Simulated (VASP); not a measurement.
# Mg8HO8 (a cell with a defect) in VASP: relaxation of the atoms with LDA

Aim: the relaxation of the atoms of Mg8HO8 (a cell with a defect) with LDA.

All numbers are computed with VASP 6.6.1; they aren't measurements. Logs are shortened: lines on timing, memory, paths and dates and some standing lists are left out, and cuts for length are marked.

### Step 1. The cell of the first run

The cell holds a defect, 17 atoms: a = 5.481 Å, b = 5.481 Å, c = 5.481 Å, α = 60.00°, β = 60.00°, γ = 60.00°.

### Step 2. Relaxation of the atoms, LDA, collinear spin

INCAR reads:

```
ALGO = Normal
EDIFF = 1E-7
EDIFFG = -0.08
ENCUT = 520
IBRION = 2
ISIF = 2
ISMEAR = -1
ISPIN = 2
LASPH = True
LCHARG = False
LORBIT = 11
LREAL = Auto
LWAVE = False
MAGMOM = 0 0 0 0 0 0 0 0 0 0 0 0 0 0 0 0 1
NELM = 150
NSW = 45
PREC = Accurate
SIGMA = 0.05
```

KPOINTS reads:

```
k-points
0
Gamma
  2 2 2
```

POSCAR reads:

```
Mg8HO8
1.0
    0.0000000000      3.8760000000      3.8760000000
    3.8760000000      0.0000000000      3.8760000000
    3.8760000000      3.8760000000      0.0000000000
Mg O H
8 8 1
Direct
    0.0000000000      0.0000000000      0.0000000000
    0.0000000000      0.0000000000      0.5000000000
    0.0000000000      0.5000000000      0.0000000000
    0.0000000000      0.5000000000      0.5000000000
    0.5000000000      0.0000000000      0.0000000000
    0.5000000000      0.0000000000      0.5000000000
    0.5000000000      0.5000000000      0.0000000000
    0.5000000000      0.5000000000      0.5000000000
    0.2500000000      0.2500000000      0.2500000000
    0.2500000000      0.2500000000      0.7500000000
    0.2500000000      0.7500000000      0.2500000000
    0.2500000000      0.7500000000      0.7500000000
    0.7500000000      0.2500000000      0.2500000000
    0.7500000000      0.2500000000      0.7500000000
    0.7500000000      0.7500000000      0.2500000000
    0.7500000000      0.7500000000      0.7500000000
    0.1158468000      0.1249540000      0.6390057000
```

Potentials or basis: VASP PAW LDA potentials, release 64 (Mg, O, H).

Run with:

```bash
> cat potpaw_LDA.64/Mg/POTCAR potpaw_LDA.64/O/POTCAR potpaw_LDA.64/H/POTCAR > POTCAR
> mpirun -np 1 vasp_std > vasp.out
```

OUTCAR:

```text
EDIFF = 1E-7
   EDIFFG = -0.08
   ENCUT = 520
   IBRION = 2
   ISIF = 2
   ISMEAR = -1
   ISPIN = 2
   LASPH = True
   LORBIT = 11
   LREAL = Auto
   NELM = 150
   NSW = 45
   PREC = Accurate

 ion  position               nearest neighbor table
   1  0.000  0.000  0.000-  17 1.62  11 1.94  12 1.94  13 1.94  14 1.94  15 1.94  10 1.94   3 2.74
                             5 2.74   2 2.74   2 2.74   4 2.74   6 2.74   3 2.74   4 2.74   7 2.74
   2  0.000  0.000  0.500-  17 1.70  11 1.94  12 1.94  13 1.94  14 1.94  16 1.94   9 1.94   4 2.74
                             6 2.74   1 2.74   1 2.74   3 2.74   5 2.74   3 2.74   4 2.74   8 2.74
   3  0.000  0.500  0.000-   9 1.94  10 1.94  12 1.94  13 1.94  15 1.94  16 1.94   1 2.74   4 2.74
                             7 2.74   2 2.74   4 2.74   8 2.74   1 2.74   2 2.74   5 2.74   5 2.74
   4  0.000  0.500  0.500-  17 1.68  10 1.94  11 1.94  14 1.94  15 1.94  16 1.94   9 1.94   3 2.74
                             8 2.74   2 2.74   1 2.74   3 2.74   7 2.74   1 2.74   2 2.74   6 2.74
   5  0.500  0.000  0.000-   9 1.94  10 1.94  11 1.94  14 1.94  15 1.94  16 1.94   1 2.74   6 2.74
                             7 2.74   2 2.74   6 2.74   8 2.74   3 2.74   7 2.74   8 2.74   1 2.74
   6  0.500  0.000  0.500-  17 1.72  10 1.94  12 1.94  13 1.94  15 1.94  16 1.94   9 1.94   5 2.74
                             8 2.74   2 2.74   1 2.74   5 2.74   7 2.74   4 2.74   7 2.74   8 2.74
   7  0.500  0.500  0.000-   9 1.94  11 1.94  12 1.94  13 1.94  14 1.94  16 1.94   3 2.74   5 2.74
                             8 2.74   4 2.74   6 2.74   8 2.74   1 2.74   5 2.74   6 2.74   1 2.74
   8  0.500  0.500  0.500-  10 1.94  11 1.94  12 1.94  13 1.94  14 1.94  15 1.94   4 2.74   6 2.74
                             7 2.74   3 2.74   5 2.74   7 2.74   2 2.74   5 2.74   6 2.74   2 2.74
   9  0.250  0.250  0.250-   2 1.94   3 1.94   4 1.94   5 1.94   6 1.94   7 1.94
  10  0.250  0.250  0.750-   1 1.94   3 1.94   4 1.94   5 1.94   6 1.94   8 1.94
  11  0.250  0.750  0.250-   1 1.94   2 1.94   4 1.94   5 1.94   7 1.94   8 1.94
  12  0.250  0.750  0.750-   1 1.94   2 1.94   3 1.94   6 1.94   7 1.94   8 1.94
  13  0.750  0.250  0.250-   1 1.94   2 1.94   3 1.94   6 1.94   7 1.94   8 1.94
  14  0.750  0.250  0.750-   1 1.94   2 1.94   4 1.94   5 1.94   7 1.94   8 1.94
  15  0.750  0.750  0.250-   1 1.94   3 1.94   4 1.94   5 1.94   6 1.94   8 1.94
  16  0.750  0.750  0.750-   2 1.94   3 1.94   4 1.94   5 1.94   6 1.94   7 1.94
  17  0.116  0.125  0.639-   1 1.62   4 1.68   2 1.70   6 1.72

  LATTYP: Found a face centered cubic cell.
 ALAT       =     7.7520000000

  Lattice vectors:

 A1 = (   0.0000000000,   3.8760000000,   3.8760000000)
 A2 = (   3.8760000000,   0.0000000000,   3.8760000000)
 A3 = (   3.8760000000,   3.8760000000,   0.0000000000)

Analysis of symmetry for initial positions (statically):
=====================================================================
 Subroutine PRICEL returns:
 Original cell was already a primitive cell.

 Routine SETGRP: Setting up the symmetry group for a
 face centered cubic supercell.

 Subroutine GETGRP returns: Found  1 space group operations
 (whereof  1 operations were pure point group operations)
 out of a pool of 48 trial point group operations.

The static configuration has the point symmetry C_1 .

Analysis of symmetry for dynamics (positions and initial velocities):
=====================================================================
 Subroutine PRICEL returns:
 Original cell was already a primitive cell.

 Routine SETGRP: Setting up the symmetry group for a
 face centered cubic supercell.

 Subroutine GETGRP returns: Found  1 space group operations
 (whereof  1 operations were pure point group operations)
 out of a pool of 48 trial point group operations.

The dynamic configuration has the point symmetry C_1 .

Analysis of structural, dynamic, and magnetic symmetry:
=====================================================================
 Subroutine PRICEL returns:
 Original cell was already a primitive cell.

 Routine SETGRP: Setting up the symmetry group for a
 face centered cubic supercell.

 Subroutine GETGRP returns: Found  1 space group operations
 (whereof  1 operations were pure point group operations)
 out of a pool of 48 trial point group operations.

The overall configuration has the point symmetry C_1 .

 Subroutine INISYM returns: Found  1 space group operations
 (whereof  1 operations are pure point group operations),
 and found     1 'primitive' translations

----------------------------------------------------------------------------------------

                                     Primitive cell

  volume of cell :     116.4612

  direct lattice vectors                    reciprocal lattice vectors
     0.000000000  3.876000000  3.876000000    -0.128998968  0.128998968  0.128998968
     3.876000000  0.000000000  3.876000000     0.128998968 -0.128998968  0.128998968
     3.876000000  3.876000000  0.000000000     0.128998968  0.128998968 -0.128998968

  length of vectors
     5.481491768  5.481491768  5.481491768     0.223432767  0.223432767  0.223432767

  position of ions in fractional coordinates (direct lattice)
     0.000000000  0.000000000  0.000000000
     0.000000000  0.000000000  0.500000000
     0.000000000  0.500000000  0.000000000
     0.000000000  0.500000000  0.500000000
     0.500000000  0.000000000  0.000000000
     0.500000000  0.000000000  0.500000000
[... 9 lines left out ...]
     0.750000000  0.750000000  0.750000000
     0.115846800  0.124954000  0.639005700

  ion indices of the primitive-cell ions
   primitive index   ion index
                 1           1
                 2           2
                 3           3
                 4           4
                 5           5
                 6           6
[... 9 lines left out ...]
                16          16
                17          17

----------------------------------------------------------------------------------------

 KPOINTS: k-points

Automatic generation of k-mesh.
 Grid dimensions read from file:
 generate k-points for:    2    2    2

 Generating k-lattice:

  Cartesian coordinates                     Fractional coordinates (reciprocal lattice)
    -0.064499484  0.064499484  0.064499484     0.500000000  0.000000000  0.000000000
     0.064499484 -0.064499484  0.064499484     0.000000000  0.500000000  0.000000000
     0.064499484  0.064499484 -0.064499484     0.000000000  0.000000000  0.500000000

  Length of vectors
     0.111716383  0.111716383  0.111716383

  Shift w.r.t. Gamma in fractional coordinates (k-lattice)
     0.000000000  0.000000000  0.000000000

 Subroutine IBZKPT returns following result:
 ===========================================

 Found      8 irreducible k-points:

 Following reciprocal coordinates:
            Coordinates               Weight
  0.000000  0.000000  0.000000      1.000000
  0.500000  0.000000  0.000000      1.000000
  0.000000  0.500000  0.000000      1.000000
  0.000000  0.000000  0.500000      1.000000
  0.500000  0.500000  0.500000      1.000000
  0.500000  0.500000  0.000000      1.000000
  0.000000  0.500000  0.500000      1.000000
  0.500000  0.000000  0.500000      1.000000
   k-points           NKPTS =      8   k-points in BZ     NKDIM =      8   number of bands    NBANDS=     42
   number of dos      NEDOS =    301   number of ions     NIONS =     17
   total plane-waves  NPLWV =  74088
   dimension x,y,z NGX =    42 NGY =   42 NGZ =   42
   dimension x,y,z NGXF=    84 NGYF=   84 NGZF=   84
   ions per type =               8   8   1
   NGX,Y,Z   is equivalent  to a cutoff of  12.74, 12.74, 12.74 a.u.
   NGXF,Y,Z  is equivalent  to a cutoff of  25.48, 25.48, 25.48 a.u.
 SYSTEM =  unknown system
   PREC   = accura    normal or accurate (medium, high low for compatibility)
   ISTART =      0    job   : 0-new  1-cont  2-samecut
   ICHARG =      2    charge: 1-file 2-atom 10-const
   ISPIN  =      2    spin polarized calculation?
   LNONCOLLINEAR =      F non collinear calculations
   LSORBIT =      F    spin-orbit coupling
   LASPH  =      T    aspherical Exc in radial PAW
   ENCUT  =  520.0 eV  38.22 Ry    6.18 a.u.  10.19 10.19 10.19*2*pi/ulx,y,z
   NELM   =    150;   NELMIN=  2; NELMDL= -5     # of ELM steps
   EDIFF  = 0.1E-06   stopping-criterion for ELM
   LREAL  =      T    real-space projection
   EDIFFG = -.8E-01   stopping-criterion for IOM
   NSW    =     45    number of steps for IOM
   IBRION =      2    ionic relax: 0-MD 1-quasi-New 2-CG
   NFREE  =      1    steps in history (QN), initial steepest desc. (CG)
   ISIF   =      2    stress and relaxation
   ISYM   =      2    0-nonsym 1-usesym 2-fastsym
   POTIM  = 0.5000    time-step for ionic-motion
   TEBEG  =    0.0;   TEEND  =   0.0 temperature during run
   PSTRESS=    0.0 pullay stress
   NELECT =      65.0000    total number of electrons
   NUPDOWN=      -1.0000    fix difference up-down
   EMIN   =  10.00;   EMAX   =-10.00  energy-range for DOS
   EFERMI =   0.00;   METHOD = LEGACY
   ISMEAR =    -1;   SIGMA  =   0.05  broadening in eV -4-tet -1-fermi 0-gaus
   EFERMI_NEDOS =   21; number of points for ismear=-14 and -15
   IALGO  =     38    algorithm
   IMIX   =      4    mixing-type and parameters
     AMIX     =   0.40;   BMIX     =  1.00
     AMIX_MAG =   1.60;   BMIX_MAG =  1.00
  volume/ion in A,a.u.               =       6.85        46.23
  Fermi-wavevector in a.u.,A,eV,Ry     =   1.347883  2.547129 24.718908  1.816788
  Thomas-Fermi vector in A             =   2.475597
   LORBIT       =     11    0 simple, 1 ext, 2 COOP (PROOUT), +10 PAW based schemes
   GGA     = CA    functional components
   LHFCALC =     F    Hartree Fock is set to
   AEXX    =    0.0000 exact exchange contribution
   IVDW    =     0    specifies the selected vdW correction
   LEPSILON=     F    determine dielectric tensor
   LRPA    =     F    only Hartree local field effects (RPA)
 conjugate gradient relaxation of ions
 spin polarized calculation
  energy-cutoff  :      520.00
  volume of cell :      116.46
 maximum number of plane-waves:      3142
 NGX is ok and might be reduce to    42
   NGX = 21   NGY = 21   NGZ = 21

--------------------------------------- Ionic step        1  -------------------------------------------

 number of electron      64.9999983 magnetization       0.7499049

 Free energy of the ion-electron system (eV)
  ---------------------------------------------------
  ext. energy  EPLUGINS =         0.00000000
  ---------------------------------------------------
  free energy    TOTEN  =      -101.47266055 eV

  energy without entropy =     -101.46068381  energy(sigma->0) =     -101.46667218

 E-fermi :  10.3952     XC(G=0): -12.9330

 val. band max:       10.3635329956   @ k =   0.5000   0.0000   0.5000
 cond. band min:      10.7795631588   @ k =   0.0000   0.0000   0.5000
 fundamental gap:      0.4160301633
 Fermi energy:        10.3952183640

 spin component 1

 k-point     1 :       0.0000    0.0000    0.0000
  band No.  band energies     occupation
      1     -13.5342      1.00000
      2     -11.4253      1.00000
      3     -11.3465      1.00000
      4     -11.3221      1.00000
      5     -11.2775      1.00000
      6     -10.9609      1.00000
[... 349 lines left out ...]
     41      17.4582      0.00000
     42      18.2374      0.00000
 Fermi energy:        10.3952183640

 spin component 2

 k-point     1 :       0.0000    0.0000    0.0000
  band No.  band energies     occupation
      1     -13.4497      1.00000
      2     -11.3411      1.00000
      3     -11.2618      1.00000
      4     -11.2477      1.00000
      5     -11.2240      1.00000
      6     -10.9157      1.00000
[... 705 lines left out ...]
--------------------------------------- Ionic step        8  -------------------------------------------

 number of electron      64.9999993 magnetization       0.7499498

 Free energy of the ion-electron system (eV)
  ---------------------------------------------------
  ext. energy  EPLUGINS =         0.00000000
  ---------------------------------------------------
  free energy    TOTEN  =      -101.80507819 eV

  energy without entropy =     -101.79310519  energy(sigma->0) =     -101.79909169

 E-fermi :   9.6262     XC(G=0): -12.9359

 val. band max:        9.5916381689   @ k =   0.5000   0.0000   0.5000
 cond. band min:      10.1100429537   @ k =   0.0000   0.0000   0.5000
 fundamental gap:      0.5184047849
 Fermi energy:         9.6262354749

 spin component 1

 k-point     1 :       0.0000    0.0000    0.0000
  band No.  band energies     occupation
      1     -13.4940      1.00000
      2     -11.3940      1.00000
      3     -11.2986      1.00000
      4     -11.2971      1.00000
      5     -11.2942      1.00000
      6     -10.9443      1.00000
[... 349 lines left out ...]
     41      17.3597      0.00000
     42      17.9418      0.00000
 Fermi energy:         9.6262354749

 spin component 2

 k-point     1 :       0.0000    0.0000    0.0000
  band No.  band energies     occupation
      1     -13.4226      1.00000
      2     -11.3098      1.00000
      3     -11.2638      1.00000
      4     -11.2624      1.00000
      5     -11.2601      1.00000
      6     -10.8480      1.00000
[... 393 lines left out ...]
  FREE ENERGIE OF THE ION-ELECTRON SYSTEM (eV)
  ---------------------------------------------------
  free  energy   TOTEN  =      -101.8050781870 eV

  energy  without entropy=     -101.7931051934  energy(sigma->0) =     -101.79909169

 reached required accuracy - stopping structural energy minimisation

 total charge

# of ion       s       p       d       tot
------------------------------------------
    1        0.197   0.293   0.152   0.642
    2        0.197   0.292   0.152   0.641
    3        0.203   0.304   0.158   0.665
    4        0.197   0.292   0.152   0.641
    5        0.203   0.305   0.158   0.666
    6        0.197   0.292   0.152   0.641
[... 9 lines left out ...]
   16        1.540   3.707   0.000   5.247
   17        0.614   0.031   0.000   0.645
--------------------------------------------------
tot         14.581  31.963   1.239  47.783

 magnetization (x)

# of ion       s       p       d       tot
------------------------------------------
    1        0.000   0.002   0.005   0.007
    2        0.000   0.002   0.005   0.007
    3        0.000   0.001   0.001   0.003
    4        0.000   0.002   0.005   0.007
    5        0.000   0.001   0.001   0.003
    6        0.000   0.002   0.005   0.007
[... 9 lines left out ...]
   16       -0.000  -0.001   0.000  -0.001
   17        0.233   0.002   0.000   0.235
--------------------------------------------------
tot          0.265   0.286   0.026   0.576
```

It took 25 min on 1 thread of Oxide Virtual Turin-like, shared host; peak memory 0.23 GiB.

Results:

| Item | Value |
| --- | --- |
| Free energy | -101.8051 eV |
| Energy gained by relaxing | 19.6 meV/atom |
| Ionic steps | 8 |
| Pressure after relaxing | 65.3 GPa |
| Largest force after relaxing | 0.055 eV/Å |
| Net moment | 0.75 μB per cell |
| Site moments | Mg +0.01, +0.00 (each value once); O +0.07, +0.08, -0.00 (each value once); H +0.23 μB |
| Valence electrons inside the program's atomic spheres | Mg 0.64, 0.67 (each value once); O 5.23, 5.25 (each value once); H 0.65 |

Forces in eV/Å, atoms in the order of the input:
```
Mg  -0.005 -0.006  0.006
Mg  -0.014 -0.014 -0.013
Mg   0.013  0.000 -0.010
Mg   0.007 -0.008  0.008
Mg   0.007  0.003 -0.007
Mg  -0.019  0.019  0.019
Mg   0.011  0.005 -0.004
Mg   0.008  0.004 -0.006
O    0.006  0.003 -0.004
O   -0.004 -0.007 -0.010
O   -0.016  0.018  0.017
O    0.009 -0.006  0.004
O    0.025 -0.022  0.022
O   -0.006  0.009  0.007
O   -0.019 -0.020 -0.021
O    0.032  0.031 -0.031
H   -0.036 -0.011  0.023
```

The path:
```
step  energy change (eV)  largest force (eV/Å)  pressure (GPa)
   1              0.0000                2.3470           65.52
   2             -0.1445                1.5448           66.44
   3             -0.3124                0.3778           65.43
   4             -0.3273                0.1794           65.36
   5             -0.3282                0.1991           65.37
   6             -0.3309                0.1242           65.35
   7             -0.3311                0.0940           65.35
   8             -0.3324                0.0548           65.35
```

Final structure:
```
Mg O H
1.0
     0.00000    3.87600    3.87600
     3.87600    0.00000    3.87600
     3.87600    3.87600    0.00000
Mg O H
8 8 1
Cartesian
  3.8880 3.8863 7.7409
  5.8101 5.8084 7.7438
  1.9445 3.8724 5.8082
  3.8859 5.8076 5.8196
  3.8736 1.9434 5.8080
  5.8108 3.8826 5.8180
  1.9446 1.9432 3.8791
  3.8735 3.8721 3.8792
  1.9026 1.9010 1.9742
  3.9174 3.9159 1.9752
  3.8794 1.9386 3.8737
  5.7780 3.9156 3.8356
  1.9398 3.8781 3.8730
  3.9177 5.7758 3.8351
  3.8796 3.8777 5.8128
  5.8150 5.8131 5.8140
  2.9166 2.9099 0.9628
```

Levels at points of the mesh, in eV from the Fermi level:
Spin up:
```csv
k point,band 30,band 31,band 32,band 33,band 34,band 35,band 36,band 37
"(0.00, 0.00, 0.00)",-4.52,-4.52,-4.52,-1.85,3.19,4.48,4.48,4.54
"(0.50, 0.00, 0.00)",-5.09,-5.03,-5.03,-0.45,4.95,5.33,6.36,6.39
"(0.00, 0.50, 0.00)",-5.09,-5.03,-5.03,-0.46,4.95,5.33,6.36,6.39
"(0.00, 0.00, 0.50)",-5.09,-5.03,-5.03,-0.47,4.95,5.33,6.36,6.39
"(0.50, 0.50, 0.50)",-5.09,-5.03,-5.03,-0.46,4.95,5.33,6.36,6.39
"(0.50, 0.50, 0.00)",-5.45,-5.45,-5.45,-0.03,6.24,6.41,6.77,7.02
"(0.00, 0.50, 0.50)",-5.45,-5.45,-5.45,-0.03,6.24,6.41,6.77,7.02
"(0.50, 0.00, 0.50)",-5.45,-5.45,-5.45,-0.03,6.24,6.41,6.77,7.02
```
Spin down:
```
           k point  band 30  band 31  band 32  band 33  band 34  band 35
(0.00, 0.00, 0.00)    -4.45    -4.45    -4.44    -0.86     3.23     4.49
(0.50, 0.00, 0.00)    -5.06    -4.92    -4.92     0.50     4.97     5.36
(0.00, 0.50, 0.00)    -5.06    -4.92    -4.92     0.49     4.97     5.37
(0.00, 0.00, 0.50)    -5.06    -4.92    -4.92     0.48     4.97     5.37
(0.50, 0.50, 0.50)    -5.06    -4.92    -4.92     0.50     4.97     5.37
(0.50, 0.50, 0.00)    -5.40    -5.31    -5.31     0.93     6.29     6.45
(0.00, 0.50, 0.50)    -5.40    -5.31    -5.31     0.93     6.29     6.45
(0.50, 0.00, 0.50)    -5.40    -5.31    -5.31     0.93     6.29     6.45
```

Caveat: the k points lie up to 0.70 Å⁻¹ apart; the relaxation stopped at a loose force limit of 0.08 eV/Å, so its end isn't a converged minimum.
